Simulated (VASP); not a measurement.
## O: electric field gradients with RPBE

Crystal: O.

```
CELL_PARAMETERS angstrom
0.00000 2.15101 3.21106
1.50883 0.00000 3.21106
1.50883 2.15101 0.00000
ATOMIC_POSITIONS crystal
O 0.08710 0.08710 0.91290
O 0.91290 0.91290 0.08710
```

| Item | Value |
| --- | --- |
| Program | VASP 6.6.1 |
| Task | electric field gradients |
| Functional | RPBE |
| Potentials or basis | VASP PAW PBE potentials, release 64 (O) |
| Cutoff | 520 eV |
| k mesh | 12 × 12 × 12 |
| Occupations | fermi-dirac, width 0.01 eV |
| Spin | no spin polarisation |
| Dipole correction | no |
| Further INCAR settings | ALGO = Normal; EDIFF = 1e-08; NBANDS = 13 |

The pressure is 41.0 GPa. The largest force is 12.425 eV/Å. The band gap on the k mesh is zero (band 6 reaches 3.16 eV, above the bottom of band 7 at 1.51 eV).

Forces on the atoms (eV/Å):
```
O     0.000   0.000  12.425
O     0.000   0.000 -12.425
```

Stress tensor (GPa, compression positive):
```
  2.96   0.00   0.00
  0.00  -3.14   0.00
  0.00   0.00 123.10
```

Levels at points of the mesh, in eV from the Fermi level:
```tsv
k point	band 2	band 3	band 4	band 5	band 6	band 7	band 8	band 9	band 10	band 11
(0.00, 0.00, 0.00)	-13.97	-10.24	-7.77	-7.53	0.40	1.01	9.03	13.39	16.26	20.14
(0.50, 0.00, 0.00)	-14.17	-10.22	-8.40	-7.84	-1.20	0.81	11.59	13.44	15.71	17.42
(0.50, 0.50, 0.00)	-15.64	-8.04	-7.67	-7.56	1.10	1.11	8.73	9.68	15.66	18.19
(0.50, 0.00, 0.50)	-13.30	-10.44	-8.71	-8.67	-0.59	-0.55	11.81	13.45	13.56	20.33
(0.00, 0.50, 0.50)	-14.23	-9.99	-9.06	-7.24	-2.02	0.43	11.07	12.29	16.60	18.65
```

Electric field gradients, principal values (V/Å²):
| atom | least | middle | greatest (by size) |
| --- | --- | --- | --- |
| 1 O | -42.736 | -56.457 | 99.193 |
| 2 O | -42.736 | -56.457 | 99.193 |

Wall time 76 s on 1 thread of Oxide Virtual Turin-like Processor, with other jobs on the host, peak memory 0.14 GiB.

Caveat: the standard files for N, O and F lose accuracy on very short bonds; spin is off for a triplet molecule; without QUAD_EFG the Cq values of the log hold for a quadrupole moment of 1 mb, not for the nuclei; the PAW data sets were made with another functional, which shifts forces and pressure a little.
